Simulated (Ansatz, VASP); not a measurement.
Two plane-wave programs on NaInTe

```
Na In Te
1.0
     3.19751    0.00000    0.00000
     0.00000    5.84965    0.00000
     0.00000    0.00000    6.55105
Na In Te
1 1 1
Direct
  0.00000 0.00000 0.50000
  0.00000 0.50000 0.00000
  0.00000 0.50000 0.50000
```

Alike in both runs: functional PBE; k mesh 14 × 8 × 8; occupations gaussian, width 0.1 eV; no spin polarisation.

Ansatz relaxed the structure, and its values are those at the end. VASP's run is a single point on that final structure, the one shown.

|  | VASP | Ansatz |
| --- | --- | --- |
| version | VASP 6.6.1 | Ansatz 0.2.0 |
| potentials or method | VASP PAW PBE potentials, release 64 (Na_pv, In_d, Te), cutoff 520 eV | scalar-relativistic, plane waves, PAW |
| valence electrons in the cell | 26 | 38 |

|  | VASP | Ansatz | Ansatz less VASP |
| --- | --- | --- | --- |
| gap on the k mesh at the Fermi level (eV) | none | none | - |
| pressure (GPa) | 0.0 | 0.0 | 0.00 |

A gap of «none» marks a metal or a gap that the smearing closes. VASP's potentials hold 26 valence electrons a cell and Ansatz's 38, so a difference there can come from the potentials and not from the codes.

Neither program's run includes spin-orbit coupling.
